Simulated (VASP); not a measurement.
# Sc (a cell with a defect) in VASP: single point with PBE

Aim: the single point of Sc (a cell with a defect) with PBE.

All numbers are computed with VASP 6.6.1; they aren't measurements. Logs are shortened: lines on timing, memory, paths and dates and some standing lists are left out, and cuts for length are marked.

**1. The cell of the first run**

The cell holds a defect, 15 atoms: a = 6.683 Å, b = 6.683 Å, c = 10.695 Å, α = 90.00°, β = 90.00°, γ = 120.00°.

**2. Single point, PBE**

INCAR reads:

```
SYSTEM = Sc
PREC = Accurate
ENCUT = 520
EDIFF = 1E-7
ISMEAR = -1
SIGMA = 0.1
LREAL = Auto
LASPH = .True.
NELM = 100
ALGO = Normal
ISIF = 2
LWAVE = .False.
LCHARG = .True.
GGA = PE
LELF = .True.
LVHAR = .True.
NBANDS = 96
```

KPOINTS reads:

```
regular mesh
0
Gamma
  3 3 2
  0 0 0
```

POSCAR reads:

```
Sc
1.0
    6.6828700000      0.0000005800      0.0000000000
   -3.3414355000      5.7875357100      0.0000000000
    0.0000000000      0.0000000000     10.6954300000
Sc
15
Direct
    0.1666871014      0.3332601300      0.1234804024
    0.1668604900      0.3333857448      0.6252255403
    0.3350195915      0.1653625746      0.8743476419
    0.1692239289      0.8347198435      0.1221477771
    0.3299684995      0.6601006024      0.3743963543
    0.1694020218      0.8347582017      0.6265756496
    0.3348907633      0.6697000243      0.8743509144
    0.6655691324      0.3309278266      0.1221903187
    0.8397885916      0.1692700593      0.3743316538
    0.6657579811      0.3310418648      0.6264322239
    0.8305360722      0.1653488749      0.8743506339
    0.6653834746      0.8345587580      0.1221017762
    1.3304510992      1.1699150671      0.3743231455
    0.6655062893      0.8346308094      0.6266538138
    0.8335013873      0.6668198193      0.8743581137
```

Potentials or basis: VASP PAW PBE potentials, release 64 (Sc_sv).

The run is started by

```bash
cat potpaw_PBE.64/Sc_sv/POTCAR > POTCAR
mpirun -np 1 vasp_std > vasp.out
```

OUTCAR:

```text
SYSTEM = Sc
   PREC = Accurate
   ENCUT = 520
   EDIFF = 1E-7
   ISMEAR = -1
   LREAL = Auto
   LASPH = .True.
   NELM = 100
   ISIF = 2
   GGA = PE

 ion  position               nearest neighbor table
   1  0.167  0.333  0.123-   9 3.28   5 3.28  13 3.28  11 3.30   3 3.30   7 3.30   4 3.34   8 3.34
                            12 3.34  12 3.34   8 3.34   4 3.34
   2  0.167  0.333  0.625-   5 3.28   9 3.28  13 3.28   3 3.30   7 3.30  11 3.30   6 3.34  10 3.34
                            14 3.34  14 3.34  10 3.34   6 3.34
   3  0.335  0.165  0.874-   6 3.27   4 3.27   8 3.27  10 3.27   2 3.30   1 3.30  11 3.31   7 3.31
                            15 3.34  15 3.34   7 3.37  11 3.37
   4  0.169  0.835  0.122-   3 3.27   7 3.27  15 3.29  12 3.32   8 3.32  13 3.32   5 3.32   1 3.34
                             1 3.34   8 3.37  12 3.37
   5  0.330  0.660  0.374-  13 3.28   9 3.28   2 3.28   1 3.28   6 3.32   4 3.32  12 3.32  14 3.32
                             9 3.40  13 3.41
   6  0.169  0.835  0.627-   7 3.27   3 3.27  15 3.29  14 3.32  10 3.32   5 3.32  13 3.32   2 3.34
                             2 3.34  10 3.37  14 3.37
   7  0.335  0.670  0.874-  14 3.27  12 3.27   6 3.27   4 3.27   2 3.30   1 3.30   3 3.31  11 3.31
                            15 3.34  15 3.34  11 3.37   3 3.37
   8  0.666  0.331  0.122-  11 3.27   3 3.27  15 3.29  12 3.32   4 3.32  13 3.32   9 3.32   1 3.34
                             1 3.34   4 3.37  12 3.37
   9  0.840  0.169  0.374-  13 3.28   5 3.28   1 3.28   2 3.28  12 3.32  14 3.32  10 3.32   8 3.32
                             5 3.40  13 3.41
  10  0.666  0.331  0.626-  11 3.27   3 3.27  15 3.29  14 3.32   6 3.32  13 3.32   9 3.32   2 3.34
                             2 3.34   6 3.37  14 3.37
  11  0.831  0.165  0.874-  14 3.27   8 3.27  12 3.27  10 3.27   1 3.30   2 3.30   3 3.31   7 3.31
                            15 3.34  15 3.34   7 3.37   3 3.37
  12  0.665  0.835  0.122-   7 3.27  11 3.27  15 3.29   4 3.32   8 3.32   9 3.32   5 3.32   1 3.34
                             1 3.34   8 3.37   4 3.37
  13  0.330  0.170  0.374-   9 3.28   5 3.28   1 3.28   2 3.28   8 3.32  10 3.32   4 3.32   6 3.32
                             5 3.41   9 3.41
  14  0.666  0.835  0.627-   7 3.27  11 3.27  15 3.29   6 3.32  10 3.32   9 3.32   5 3.32   2 3.34
                             2 3.34  10 3.37   6 3.37
  15  0.834  0.667  0.874-  14 3.29   4 3.29  12 3.29   6 3.29   8 3.29  10 3.29   7 3.34   3 3.34
                            11 3.34  11 3.34   3 3.34   7 3.34

  LATTYP: Found a hexagonal cell.
 ALAT       =     6.6828700000
 C/A-ratio  =     1.6004246678

  Lattice vectors:

 A1 = (   6.6828700000,   0.0000005800,   0.0000000000)
 A2 = (  -3.3414355000,   5.7875357100,   0.0000000000)
 A3 = (   0.0000000000,   0.0000000000,  10.6954300000)

Analysis of symmetry for initial positions (statically):
=====================================================================
 Subroutine PRICEL returns:
 Original cell was already a primitive cell.

 Routine SETGRP: Setting up the symmetry group for a
 hexagonal supercell.

 Subroutine GETGRP returns: Found  1 space group operations
 (whereof  1 operations were pure point group operations)
 out of a pool of 24 trial point group operations.

The static configuration has the point symmetry C_1 .

Analysis of symmetry for dynamics (positions and initial velocities):
=====================================================================
 Subroutine PRICEL returns:
 Original cell was already a primitive cell.

 Routine SETGRP: Setting up the symmetry group for a
 hexagonal supercell.

 Subroutine GETGRP returns: Found  1 space group operations
 (whereof  1 operations were pure point group operations)
 out of a pool of 24 trial point group operations.

The dynamic configuration has the point symmetry C_1 .

 Subroutine INISYM returns: Found  1 space group operations
 (whereof  1 operations are pure point group operations),
 and found     1 'primitive' translations

----------------------------------------------------------------------------------------

                                     Primitive cell

  volume of cell :     413.6709

  direct lattice vectors                    reciprocal lattice vectors
     6.682870000  0.000000580  0.000000000     0.149636301  0.086392564  0.000000000
    -3.341435500  5.787535710  0.000000000    -0.000000015  0.172785102  0.000000000
     0.000000000  0.000000000 10.695430000     0.000000000  0.000000000  0.093497877

  length of vectors
     6.682870000  6.682870700 10.695430000     0.172785120  0.172785102  0.093497877

  position of ions in fractional coordinates (direct lattice)
     0.166687101  0.333260130  0.123480402
     0.166860490  0.333385745  0.625225540
     0.335019592  0.165362575  0.874347642
     0.169223929  0.834719843  0.122147777
     0.329968499  0.660100602  0.374396354
     0.169402022  0.834758202  0.626575650
     0.334890763  0.669700024  0.874350914
     0.665569132  0.330927827  0.122190319
     0.839788592  0.169270059  0.374331654
     0.665757981  0.331041865  0.626432224
     0.830536072  0.165348875  0.874350634
     0.665383475  0.834558758  0.122101776
     0.330451099  0.169915067  0.374323146
     0.665506289  0.834630809  0.626653814
     0.833501387  0.666819819  0.874358114

  ion indices of the primitive-cell ions
   primitive index   ion index
                 1           1
                 2           2
                 3           3
                 4           4
                 5           5
                 6           6
                 7           7
                 8           8
                 9           9
                10          10
                11          11
                12          12
                13          13
                14          14
                15          15

----------------------------------------------------------------------------------------

 KPOINTS: regular mesh

Automatic generation of k-mesh.
 Grid dimensions read from file:
 generate k-points for:    3    3    2

 Generating k-lattice:

  Cartesian coordinates                     Fractional coordinates (reciprocal lattice)
     0.049878767  0.028797521  0.000000000     0.333333333  0.000000000  0.000000000
    -0.000000005  0.057595034  0.000000000    -0.000000000  0.333333333  0.000000000
     0.000000000  0.000000000  0.046748939     0.000000000  0.000000000  0.500000000

  Length of vectors
     0.057595040  0.057595034  0.046748939

  Shift w.r.t. Gamma in fractional coordinates (k-lattice)
     0.000000000  0.000000000  0.000000000

 Subroutine IBZKPT returns following result:
 ===========================================

 Found     10 irreducible k-points:

 Following reciprocal coordinates:
            Coordinates               Weight
  0.000000  0.000000  0.000000      1.000000
  0.333333  0.000000  0.000000      2.000000
  0.000000  0.333333  0.000000      2.000000
 -0.333333  0.333333  0.000000      2.000000
  0.333333  0.333333  0.000000      2.000000
  0.000000  0.000000  0.500000      1.000000
  0.333333  0.000000  0.500000      2.000000
  0.000000  0.333333  0.500000      2.000000
 -0.333333  0.333333  0.500000      2.000000
  0.333333  0.333333  0.500000      2.000000
   k-points           NKPTS =     10   k-points in BZ     NKDIM =     10   number of bands    NBANDS=     96
   number of dos      NEDOS =    301   number of ions     NIONS =     15
   total plane-waves  NPLWV = 200000
   dimension x,y,z NGX =    50 NGY =   50 NGZ =   80
   dimension x,y,z NGXF=   100 NGYF=  100 NGZF=  160
   ions per type =              15
   NGX,Y,Z   is equivalent  to a cutoff of  12.44, 12.44, 12.43 a.u.
   NGXF,Y,Z  is equivalent  to a cutoff of  24.88, 24.88, 24.87 a.u.
 SYSTEM =  Sc
   PREC   = accura    normal or accurate (medium, high low for compatibility)
   ISTART =      0    job   : 0-new  1-cont  2-samecut
   ICHARG =      2    charge: 1-file 2-atom 10-const
   ISPIN  =      1    spin polarized calculation?
   LNONCOLLINEAR =      F non collinear calculations
   LSORBIT =      F    spin-orbit coupling
   LASPH  =      T    aspherical Exc in radial PAW
   ENCUT  =  520.0 eV  38.22 Ry    6.18 a.u.  12.43 12.43 19.89*2*pi/ulx,y,z
   NELM   =    100;   NELMIN=  2; NELMDL= -5     # of ELM steps
   EDIFF  = 0.1E-06   stopping-criterion for ELM
   LREAL  =      T    real-space projection
   EDIFFG = 0.1E-05   stopping-criterion for IOM
   NSW    =      0    number of steps for IOM
   IBRION =     -1    ionic relax: 0-MD 1-quasi-New 2-CG
   NFREE  =      0    steps in history (QN), initial steepest desc. (CG)
   ISIF   =      2    stress and relaxation
   ISYM   =      2    0-nonsym 1-usesym 2-fastsym
   POTIM  = 0.5000    time-step for ionic-motion
   TEBEG  =    0.0;   TEEND  =   0.0 temperature during run
   PSTRESS=    0.0 pullay stress
   NELECT =     165.0000    total number of electrons
   NUPDOWN=      -1.0000    fix difference up-down
   EMIN   =  10.00;   EMAX   =-10.00  energy-range for DOS
   EFERMI =   0.00;   METHOD = LEGACY
   ISMEAR =    -1;   SIGMA  =   0.10  broadening in eV -4-tet -1-fermi 0-gaus
   EFERMI_NEDOS =   21; number of points for ismear=-14 and -15
   IALGO  =     38    algorithm
   IMIX   =      4    mixing-type and parameters
     AMIX     =   0.40;   BMIX     =  1.00
     AMIX_MAG =   1.60;   BMIX_MAG =  1.00
  volume/ion in A,a.u.               =      27.58       186.11
  Fermi-wavevector in a.u.,A,eV,Ry     =   1.205085  2.277281 19.758800  1.452231
  Thomas-Fermi vector in A             =   2.340792
   LORBIT       =      0    0 simple, 1 ext, 2 COOP (PROOUT), +10 PAW based schemes
   GGA     = PE    functional components
   LHFCALC =     F    Hartree Fock is set to
   AEXX    =    0.0000 exact exchange contribution
   IVDW    =     0    specifies the selected vdW correction
   LEPSILON=     F    determine dielectric tensor
   LRPA    =     F    only Hartree local field effects (RPA)
 non-spin polarized calculation
  energy-cutoff  :      520.00
  volume of cell :      413.67
 maximum number of plane-waves:     11211
 NGX is ok and might be reduce to    50
   NGX = 25   NGY = 25   NGZ = 39

 number of electron     165.0000015 magnetization

 Free energy of the ion-electron system (eV)
  ---------------------------------------------------
  ext. energy  EPLUGINS =         0.00000000
  ---------------------------------------------------
  free energy    TOTEN  =       -91.94710441 eV

  energy without entropy =      -90.94936884  energy(sigma->0) =      -91.44823663

 E-fermi :   3.0254     XC(G=0):  -9.3820

 val. band max:        3.0238544361   @ k =   0.3333   0.3333   0.5000
 cond. band min:       3.0277174412   @ k =   0.0000   0.3333   0.5000
 fundamental gap:      0.0038630052
 Fermi energy:         3.0254408068

 k-point     1 :       0.0000    0.0000    0.0000
  band No.  band energies     occupation
      1     -46.7534      2.00000
      2     -46.7304      2.00000
      3     -46.7298      2.00000
      4     -46.6212      2.00000
      5     -46.6204      2.00000
      6     -46.5985      2.00000
[... 86 lines left out ...]
     93       4.1606      0.00002
     94       4.1783      0.00002

 k-point     2 :       0.3333    0.0000    0.0000
  band No.  band energies     occupation
      1     -46.7488      2.00000
      2     -46.7348      2.00000
      3     -46.7301      2.00000
      4     -46.6161      2.00000
      5     -46.6155      2.00000
      6     -46.6028      2.00000
[... 862 lines left out ...]
     93       3.7291      0.00176
     94       3.7504      0.00142
 [bands above 94 left out]

------------------------ aborting loop because EDIFF is reached ----------------------------------------

  FORCE on cell =-STRESS in cart. coord.  units (eV):
  Direction    XX          YY          ZZ          XY          YZ          ZX
  --------------------------------------------------------------------------------------
  -------------------------------------------------------------------------------------
  Total       -6.1915381     -6.1888252     -9.0615146      0.0004618      0.0041875      0.0017793
  in kB      -23.9802754    -23.9697678    -35.0959021      0.0017886      0.0162184      0.0068913
  external PRESSURE =     -27.6819818 kB  Pullay stress =       0.0000000 kB

 VOLUME and BASIS-vectors are now :
 -----------------------------------------------------------------------------
  energy-cutoff  :      520.00
  volume of cell :      413.67
      direct lattice vectors                 reciprocal lattice vectors
     6.682870000  0.000000580  0.000000000     0.149636301  0.086392564  0.000000000
    -3.341435500  5.787535710  0.000000000    -0.000000015  0.172785102  0.000000000
     0.000000000  0.000000000 10.695430000     0.000000000  0.000000000  0.093497877

 POSITION                                       TOTAL-FORCE (eV/Angst)
 -----------------------------------------------------------------------------------
      0.00038      1.92875      1.32068         0.000653      0.001390     -0.000255
      0.00112      1.92948      6.68706        -0.000433     -0.000447     -0.000050
      1.68634      0.95704      9.35152        -0.000887     -0.000016      0.000043
     -1.65826      4.83097      1.30642        -0.001349     -0.001935      0.003176
     -0.00055      3.82036      4.00433        -0.001275      0.001542     -0.002044
     -1.65720      4.83119      6.70150        -0.002655     -0.000897     -0.002955
      0.00027      3.87591      9.35156         0.000099     -0.001146      0.000959
      3.34214      1.91526      1.30688         0.001050      0.002342      0.003511
      5.04659      0.97966      4.00364        -0.001123      0.000160      0.000260
      3.34302      1.91592      6.69996        -0.000709      0.001665     -0.002212
      4.99786      0.95696      9.35156         0.001237     -0.000419      0.000205
      1.65805      4.83004      1.30593         0.002083     -0.001347      0.002743
      1.64060      0.98339      4.00355         0.001435      0.000680      0.000162
      1.65863      4.83046      6.70233         0.002028     -0.001186     -0.004242
      3.34205      3.85924      9.35164        -0.000154     -0.000387      0.000698
 -----------------------------------------------------------------------------------
    total drift:                               -0.000655     -0.000299     -0.000533

  FREE ENERGIE OF THE ION-ELECTRON SYSTEM (eV)
  ---------------------------------------------------
  free  energy   TOTEN  =       -91.9471044129 eV

  energy  without entropy=      -90.9493688439  energy(sigma->0) =      -91.44823663
```

It took 29 min on 1 thread of Intel Xeon Platinum 8259CL at 2.50GHz (Skylake/Cascade Lake), shared host; peak memory 0.6 GiB.

Results:

```
Free energy            : -91.9471 eV
Pressure               : -2.8 GPa
Largest force          : 0.005 eV/Å
Band gap on the k mesh : zero (an odd number of electrons rules out a gap without spin polarisation)
```

Forces in eV/Å, atoms in the order of the input:
```
Sc   0.001  0.001  0.000
Sc   0.000  0.000  0.000
Sc  -0.001  0.000  0.000
Sc  -0.001 -0.002  0.003
Sc  -0.001  0.002 -0.002
Sc  -0.003 -0.001 -0.003
Sc   0.000 -0.001  0.001
Sc   0.001  0.002  0.004
Sc  -0.001  0.000  0.000
Sc  -0.001  0.002 -0.002
Sc   0.001  0.000  0.000
Sc   0.002 -0.001  0.003
Sc   0.001  0.001  0.000
Sc   0.002 -0.001 -0.004
Sc   0.000  0.000  0.001
```

Levels at points of the mesh, in eV from the Fermi level:
```
           k point  band 80  band 81  band 82  band 83  band 84  band 85
(0.00, 0.00, 0.00)    -0.23    -0.23    -0.18     0.02     0.11     0.11
(0.00, 0.00, 0.50)    -0.29    -0.23    -0.23    -0.23    -0.03    -0.03
```

Caveat: the k points lie up to 0.36 Å⁻¹ apart, too coarse for converged energies and pressures of a metal.
